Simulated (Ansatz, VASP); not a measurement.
**Two plane-wave programs on SnO**

Contents of INCAR:

```
  ALGO = Normal
  EDIFF = 1E-6
  ENCUT = 600
  GGA = LIBXC
  GGA_COMPAT = F
  ISIF = 2
  ISMEAR = 0
  LASPH = T
  LCHARG = F
  LIBXC1 = GGA_X_PBE
  LIBXC2 = LDA_C_PW
  LREAL = F
  LWAVE = F
  NBANDS = 28
  NELM = 120
  PREC = Accurate
  SIGMA = 0.01
```

Contents of KPOINTS:

```
k-points
0
Gamma
  5 5 4
```

The input POSCAR:

```
SnO
1.0
    3.7666774824      0.0000000000      0.0000000000
    0.0000000000      3.7666774824      0.0000000000
    0.0000000000      0.0000000000      4.8001190851
Sn O
2 2
Direct
    0.5000000000      0.0000000000      0.2369000000
    0.0000000000      0.5000000000      0.7631000000
    0.0000000000      0.0000000000      0.0000000000
    0.5000000000      0.5000000000      0.0000000000
```

Input for Ansatz:

```yaml
crystal:
  lattice:
    - [3.7666774823555955, 0.0, 0.0]
    - [0.0, 3.7666774823555955, 0.0]
    - [0.0, 0.0, 4.800119085080547]
  atoms:
    - { symbol: Sn, position: [0.5, 0.0, 0.2369] }
    - { symbol: Sn, position: [0.0, 0.5, 0.7631] }
    - { symbol: O, position: [0.0, 0.0, 0.0] }
    - { symbol: O, position: [0.5, 0.5, 0.0] }
basis:
  ecutwfc: 421.77648681281397
kpoints:
  mp_grid:
    grid: [5, 5, 4]
hamiltonian:
  xc:
    exchange: pbe
    correlation: lda
  pseudopotentials:
    kind: paw
scf:
  occupations:
    method: fixed
output:
  stress: true
```

Alike in both runs: task single point; functional pbe exchange, lda correlation; k mesh 5 × 5 × 4; no spin polarisation.

|  | VASP | Ansatz |
| --- | --- | --- |
| version | VASP 6.6.1 | Ansatz 0.2.0 |
| potentials or method | VASP PAW PBE potentials, release 64 (Sn_d, O), cutoff 600 eV | plane waves, PAW |
| occupations | gaussian, width 0.01 eV | fixed |
| valence electrons in the cell | 40 | 40 |

|  | VASP | Ansatz | Ansatz less VASP |
| --- | --- | --- | --- |
| pressure (GPa) | 15.7 | 15.5 | -0.20 |
| traceless stress, the component that is largest in VASP (GPa) | -2.06 | -2.09 | -0.038 |

VASP's potentials were made for PBE, not for pbe exchange, lda correlation.
